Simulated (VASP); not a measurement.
# NaF (Fm-3m) in VASP: notebook

NaF is run at these levels: PBE, LDA; tasks: single point.

All numbers are computed with VASP 6.6.1; they aren't measurements. Logs are shortened: lines on timing, memory, paths and dates and some standing lists are left out, and cuts for length are marked.

## Step 1: The cell of the first run

The structure is cubic, space group Fm-3m (No. 225). Conventional cell: a = 4.594 Å, b = 4.594 Å, c = 4.594 Å, α = 90.00°, β = 90.00°, γ = 90.00°. Within 3.0 Å of Na (site symmetry m-3m) lie 6 F at 2.30 Å. F (site symmetry m-3m) has 6 Na at 2.30 Å within 3.0 Å.

## Step 2: Single point, PBE

Contents of INCAR:

```
SYSTEM = NaF
  PREC = Accurate
  ENCUT = 520
  EDIFF = 1E-6
  ISMEAR = 0
  SIGMA = 0.01
  LREAL = .False.
  LASPH = .True.
  NELM = 80
  ALGO = Normal
  ISIF = 2
  LWAVE = .False.
  LCHARG = .True.
  GGA = PE
  LELF = .True.
  LVHAR = .True.
  NBANDS = 14
```

Contents of KPOINTS:

```
Automatic mesh
0
Gamma
  6 6 6
  0 0 0
```

Contents of POSCAR:

```
NaF
1.0
    0.0000000000      2.2972417931      2.2972417931
    2.2972417931      0.0000000000      2.2972417931
    2.2972417931      2.2972417931      0.0000000000
Na F
1 1
Direct
    0.0000000000      0.0000000000      0.0000000000
    0.5000000000      0.5000000000      0.5000000000
```

Potentials or basis: VASP PAW PBE potentials, release 64 (Na_pv, F).

The run is started by

```bash
> cat potpaw_PBE.64/Na_pv/POTCAR potpaw_PBE.64/F/POTCAR > POTCAR
> mpirun -np 1 vasp_std > vasp.out
```

OUTCAR:

```text
SYSTEM = NaF
   PREC = Accurate
   ENCUT = 520
   EDIFF = 1E-6
   ISMEAR = 0
   LREAL = .False.
   LASPH = .True.
   NELM = 80
   ISIF = 2
   GGA = PE

 ion  position               nearest neighbor table
   1  0.000  0.000  0.000-   2 2.30   2 2.30   2 2.30   2 2.30   2 2.30   2 2.30
   2  0.500  0.500  0.500-   1 2.30   1 2.30   1 2.30   1 2.30   1 2.30   1 2.30

  LATTYP: Found a face centered cubic cell.
 ALAT       =     4.5944835862

  Lattice vectors:

 A1 = (   0.0000000000,   2.2972417931,   2.2972417931)
 A2 = (   2.2972417931,   0.0000000000,   2.2972417931)
 A3 = (   2.2972417931,   2.2972417931,   0.0000000000)

Analysis of symmetry for initial positions (statically):
=====================================================================
 Subroutine PRICEL returns:
 Original cell was already a primitive cell.

 Routine SETGRP: Setting up the symmetry group for a
 face centered cubic supercell.

 Subroutine GETGRP returns: Found 48 space group operations
 (whereof 48 operations were pure point group operations)
 out of a pool of 48 trial point group operations.

The static configuration has the point symmetry O_h .

Analysis of symmetry for dynamics (positions and initial velocities):
=====================================================================
 Subroutine PRICEL returns:
 Original cell was already a primitive cell.

 Routine SETGRP: Setting up the symmetry group for a
 face centered cubic supercell.

 Subroutine GETGRP returns: Found 48 space group operations
 (whereof 48 operations were pure point group operations)
 out of a pool of 48 trial point group operations.

The dynamic configuration has the point symmetry O_h .

 Subroutine INISYM returns: Found 48 space group operations
 (whereof 48 operations are pure point group operations),
 and found     1 'primitive' translations

----------------------------------------------------------------------------------------

                                     Primitive cell

  volume of cell :      24.2466

  direct lattice vectors                    reciprocal lattice vectors
     0.000000000  2.297241793  2.297241793    -0.217652317  0.217652317  0.217652317
     2.297241793  0.000000000  2.297241793     0.217652317 -0.217652317  0.217652317
     2.297241793  2.297241793  0.000000000     0.217652317  0.217652317 -0.217652317

  length of vectors
     3.248790500  3.248790500  3.248790500     0.376984872  0.376984872  0.376984872

  position of ions in fractional coordinates (direct lattice)
     0.000000000  0.000000000  0.000000000
     0.500000000  0.500000000  0.500000000

  ion indices of the primitive-cell ions
   primitive index   ion index
                 1           1
                 2           2

----------------------------------------------------------------------------------------

 KPOINTS: Automatic mesh

Automatic generation of k-mesh.
 Grid dimensions read from file:
 generate k-points for:    6    6    6

 Generating k-lattice:

  Cartesian coordinates                     Fractional coordinates (reciprocal lattice)
    -0.036275386  0.036275386  0.036275386     0.166666667  0.000000000  0.000000000
     0.036275386 -0.036275386  0.036275386     0.000000000  0.166666667  0.000000000
     0.036275386  0.036275386 -0.036275386     0.000000000  0.000000000  0.166666667

  Length of vectors
     0.062830812  0.062830812  0.062830812

  Shift w.r.t. Gamma in fractional coordinates (k-lattice)
     0.000000000  0.000000000  0.000000000

 Subroutine IBZKPT returns following result:
 ===========================================

 Found     16 irreducible k-points:

 Following reciprocal coordinates:
            Coordinates               Weight
  0.000000  0.000000  0.000000      1.000000
  0.166667  0.000000  0.000000      8.000000
  0.333333  0.000000  0.000000      8.000000
  0.500000  0.000000  0.000000      4.000000
  0.166667  0.166667  0.000000      6.000000
  0.333333  0.166667  0.000000     24.000000
[... 8 lines left out ...]
 -0.333333  0.333333  0.166667     24.000000
 -0.333333  0.500000  0.166667     12.000000
   k-points           NKPTS =     16   k-points in BZ     NKDIM =     16   number of bands    NBANDS=     14
   number of dos      NEDOS =    301   number of ions     NIONS =      2
   total plane-waves  NPLWV =  13824
   dimension x,y,z NGX =    24 NGY =   24 NGZ =   24
   dimension x,y,z NGXF=    48 NGYF=   48 NGZF=   48
   ions per type =               1   1
   NGX,Y,Z   is equivalent  to a cutoff of  12.28, 12.28, 12.28 a.u.
   NGXF,Y,Z  is equivalent  to a cutoff of  24.56, 24.56, 24.56 a.u.
 SYSTEM =  NaF
   PREC   = accura    normal or accurate (medium, high low for compatibility)
   ISTART =      0    job   : 0-new  1-cont  2-samecut
   ICHARG =      2    charge: 1-file 2-atom 10-const
   ISPIN  =      1    spin polarized calculation?
   LNONCOLLINEAR =      F non collinear calculations
   LSORBIT =      F    spin-orbit coupling
   LASPH  =      T    aspherical Exc in radial PAW
   ENCUT  =  520.0 eV  38.22 Ry    6.18 a.u.   6.04  6.04  6.04*2*pi/ulx,y,z
   NELM   =     80;   NELMIN=  2; NELMDL= -5     # of ELM steps
   EDIFF  = 0.1E-05   stopping-criterion for ELM
   LREAL  =      F    real-space projection
   EDIFFG = 0.1E-04   stopping-criterion for IOM
   NSW    =      0    number of steps for IOM
   IBRION =     -1    ionic relax: 0-MD 1-quasi-New 2-CG
   NFREE  =      0    steps in history (QN), initial steepest desc. (CG)
   ISIF   =      2    stress and relaxation
   ISYM   =      2    0-nonsym 1-usesym 2-fastsym
   POTIM  = 0.5000    time-step for ionic-motion
   TEBEG  =    0.0;   TEEND  =   0.0 temperature during run
   PSTRESS=    0.0 pullay stress
   NELECT =      14.0000    total number of electrons
   NUPDOWN=      -1.0000    fix difference up-down
   EMIN   =  10.00;   EMAX   =-10.00  energy-range for DOS
   EFERMI =   0.00;   METHOD = LEGACY
   ISMEAR =     0;   SIGMA  =   0.01  broadening in eV -4-tet -1-fermi 0-gaus
   EFERMI_NEDOS =   21; number of points for ismear=-14 and -15
   IALGO  =     38    algorithm
   IMIX   =      4    mixing-type and parameters
     AMIX     =   0.40;   BMIX     =  1.00
     AMIX_MAG =   1.60;   BMIX_MAG =  1.00
  volume/ion in A,a.u.               =      12.12        81.81
  Fermi-wavevector in a.u.,A,eV,Ry     =   1.363225  2.576121 25.284819  1.858382
  Thomas-Fermi vector in A             =   2.489646
   LORBIT       =      0    0 simple, 1 ext, 2 COOP (PROOUT), +10 PAW based schemes
   GGA     = PE    functional components
   LHFCALC =     F    Hartree Fock is set to
   AEXX    =    0.0000 exact exchange contribution
   IVDW    =     0    specifies the selected vdW correction
   LEPSILON=     F    determine dielectric tensor
   LRPA    =     F    only Hartree local field effects (RPA)
 non-spin polarized calculation
 Gauss-broadening in eV      SIGMA  =   0.01
  energy-cutoff  :      520.00
  volume of cell :       24.25
 maximum number of plane-waves:       660
   NGX = 13   NGY = 13   NGZ = 13

 number of electron      13.9999992 magnetization

 Free energy of the ion-electron system (eV)
  ---------------------------------------------------
  ext. energy  EPLUGINS =         0.00000000
  ---------------------------------------------------
  free energy    TOTEN  =        -8.54961567 eV

  energy without entropy =       -8.54961567  energy(sigma->0) =       -8.54961567

 E-fermi :  -1.8053     XC(G=0):  -9.2786

 val. band max:       -1.9700617968   @ k =   0.0000   0.0000   0.0000
 cond. band min:       4.4700554983   @ k =   0.0000   0.0000   0.0000
 fundamental gap:      6.4401172951
 Fermi energy:        -1.8053377448

 k-point     1 :       0.0000    0.0000    0.0000
  band No.  band energies     occupation
      1     -21.1878      2.00000
      2     -20.8409      2.00000
      3     -20.8409      2.00000
      4     -20.8409      2.00000
      5      -1.9701      2.00000
      6      -1.9701      2.00000
      7      -1.9701      2.00000
      8       4.4701      0.00000
      9      17.1905      0.00000
     10      17.1905      0.00000
     11      17.1905      0.00000
     12      20.1056      0.00000
     13      22.3125      0.00000
     14      22.3125      0.00000

 k-point     2 :       0.1667    0.0000    0.0000
  band No.  band energies     occupation
      1     -21.4489      2.00000
      2     -20.8442      2.00000
      3     -20.8442      2.00000
      4     -20.5430      2.00000
      5      -2.4716      2.00000
      6      -2.0383      2.00000
      7      -2.0383      2.00000
      8       5.4135      0.00000
      9      14.7020      0.00000
     10      17.6127      0.00000
     11      17.6127      0.00000
     12      21.4917      0.00000
     13      21.4917      0.00000
     14      22.6212      0.00000

 k-point     3 :       0.3333    0.0000    0.0000
  band No.  band energies     occupation
      1     -21.7067      2.00000
      2     -20.8507      2.00000
      3     -20.8507      2.00000
      4     -20.2096      2.00000
      5      -3.2732      2.00000
      6      -2.1720      2.00000
      7      -2.1720      2.00000
      8       7.4217      0.00000
      9      12.2005      0.00000
     10      18.2872      0.00000
     11      18.2872      0.00000
     12      21.0165      0.00000
     13      21.0165      0.00000
     14      22.4709      0.00000

 k-point     4 :       0.5000    0.0000    0.0000
  band No.  band energies     occupation
      1     -21.7996      2.00000
      2     -20.8539      2.00000
      3     -20.8539      2.00000
      4     -20.0784      2.00000
      5      -3.6142      2.00000
      6      -2.2375      2.00000
      7      -2.2375      2.00000
      8       8.9714      0.00000
      9      10.7190      0.00000
     10      18.4212      0.00000
     11      18.4212      0.00000
     12      21.2580      0.00000
     13      21.2580      0.00000
     14      22.1339      0.00000

 k-point     5 :       0.1667    0.1667    0.0000
  band No.  band energies     occupation
      1     -21.4402      2.00000
      2     -20.8552      2.00000
      3     -20.8552      2.00000
      4     -20.5296      2.00000
      5      -2.5306      2.00000
      6      -2.0834      2.00000
      7      -2.0834      2.00000
      8       5.7025      0.00000
      9      14.4700      0.00000
     10      17.4589      0.00000
     11      17.4589      0.00000
[... 140 lines left out ...]
 k-point    14 :       0.5000    0.3333    0.1667
  band No.  band energies     occupation
      1     -21.5447      2.00000
      2     -20.9053      2.00000
      3     -20.8770      2.00000
      4     -20.3222      2.00000
      5      -3.1803      2.00000
      6      -2.5110      2.00000
      7      -2.3191      2.00000
      8       9.0092      0.00000
      9      11.9333      0.00000
     10      15.3036      0.00000
     11      17.1127      0.00000
     12      19.6632      0.00000
     13      22.6287      0.00000
     14      25.5116      0.00000

 k-point    15 :      -0.3333    0.3333    0.1667
  band No.  band energies     occupation
      1     -21.5207      2.00000
      2     -20.9232      2.00000
      3     -20.8974      2.00000
      4     -20.3085      2.00000
      5      -3.1406      2.00000
      6      -2.7220      2.00000
      7      -2.3989      2.00000
      8      10.6088      0.00000
      9      11.1342      0.00000
     10      14.4612      0.00000
     11      16.3373      0.00000
     12      20.9827      0.00000
     13      21.6942      0.00000
     14      26.3495      0.00000

 k-point    16 :      -0.3333    0.5000    0.1667
  band No.  band energies     occupation
      1     -21.3186      2.00000
      2     -20.9700      2.00000
      3     -20.9223      2.00000
      4     -20.4699      2.00000
      5      -3.0833      2.00000
      6      -2.6382      2.00000
      7      -2.5206      2.00000
      8      11.4114      0.00000
      9      11.4268      0.00000
     10      12.8916      0.00000
     11      16.0628      0.00000
     12      19.8172      0.00000
     13      24.4120      0.00000
     14      24.4793      0.00000

------------------------ aborting loop because EDIFF is reached ----------------------------------------

  FORCE on cell =-STRESS in cart. coord.  units (eV):
  Direction    XX          YY          ZZ          XY          YZ          ZX
  --------------------------------------------------------------------------------------
  -------------------------------------------------------------------------------------
  Total        0.5290568      0.5290568      0.5290568      0.0000000     -0.0000000     -0.0000000
  in kB       34.9592998     34.9592998     34.9592998      0.0000000     -0.0000000     -0.0000000
  external PRESSURE =      34.9592998 kB  Pullay stress =       0.0000000 kB

 VOLUME and BASIS-vectors are now :
 -----------------------------------------------------------------------------
  energy-cutoff  :      520.00
  volume of cell :       24.25
      direct lattice vectors                 reciprocal lattice vectors
     0.000000000  2.297241793  2.297241793    -0.217652317  0.217652317  0.217652317
     2.297241793  0.000000000  2.297241793     0.217652317 -0.217652317  0.217652317
     2.297241793  2.297241793  0.000000000     0.217652317  0.217652317 -0.217652317

 POSITION                                       TOTAL-FORCE (eV/Angst)
 -----------------------------------------------------------------------------------
      0.00000      0.00000      0.00000         0.000000     -0.000000      0.000000
      2.29724      2.29724      2.29724        -0.000000      0.000000      0.000000
 -----------------------------------------------------------------------------------
    total drift:                                0.000000     -0.000000      0.000000

  FREE ENERGIE OF THE ION-ELECTRON SYSTEM (eV)
  ---------------------------------------------------
  free  energy   TOTEN  =        -8.5496156748 eV

  energy  without entropy=       -8.5496156748  energy(sigma->0) =       -8.54961567
```

Wall time 5.1 s (1 thread of Intel Xeon Platinum 8259CL at 2.50GHz (Skylake/Cascade Lake), shared host); peak memory 0.13 GiB.

What came out:

- Free energy: -8.5496 eV
- Pressure: 3.5 GPa
- Band gap on the k mesh: 6.44 eV

Levels at points of the mesh, in eV from the valence-band top:
```csv
k point,band 3,band 4,band 5,band 6,band 7,band 8,band 9,band 10,band 11,band 12
"(0.00, 0.00, 0.00)",-18.87,-18.87,0.00,0.00,0.00,6.44,19.16,19.16,19.16,22.08
"(0.50, 0.00, 0.00)",-18.88,-18.11,-1.64,-0.27,-0.27,10.94,12.69,20.39,20.39,23.23
"(0.50, 0.50, 0.00)",-18.93,-18.93,-1.31,-0.42,-0.42,13.37,13.39,13.86,20.11,20.11
```

Caveat: the cell stands under pressure.

## Step 3: Single point, LDA

Contents of INCAR:

```
SYSTEM = NaF
  PREC = Accurate
  ENCUT = 520
  EDIFF = 1E-7
  ISMEAR = 0
  SIGMA = 0.01
  LREAL = .FALSE.
  LASPH = .TRUE.
  NELM = 80
  ALGO = Normal
  ISIF = 2
  LWAVE = .FALSE.
  LCHARG = .TRUE.
  GGA = CA
  LELF = .TRUE.
  LVHAR = .TRUE.
  NBANDS = 14
```

Contents of KPOINTS:

```
Automatic mesh
0
G
  6 6 6
  0 0 0
```

POSCAR is that of step 2.

Potentials or basis: VASP PAW LDA potentials, release 64 (Na_pv, F).

The run is started by

```bash
> cat potpaw_LDA.64/Na_pv/POTCAR potpaw_LDA.64/F/POTCAR > POTCAR
> mpirun -np 1 vasp_std > vasp.out
```

Wall time 6 s (1 thread of Intel Xeon Platinum 8259CL at 2.50GHz (Skylake/Cascade Lake), shared host); peak memory 0.12 GiB.

It converged, with:

- Free energy: -9.3194 eV
- Pressure: -3.3 GPa
- Band gap on the k mesh: 6.09 eV

Levels at points of the mesh, in eV from the valence-band top:
```
           k point  band 5  band 6  band 7  band 8  band 9  band 10
(0.00, 0.00, 0.00)    0.00    0.00    0.00    6.09   18.71    18.71
(0.50, 0.00, 0.00)   -1.72   -0.28   -0.28   10.54   12.31    19.94
(0.50, 0.50, 0.00)   -1.37   -0.43   -0.43   12.92   12.96    13.49
```

Caveat: the cell stands under tension.
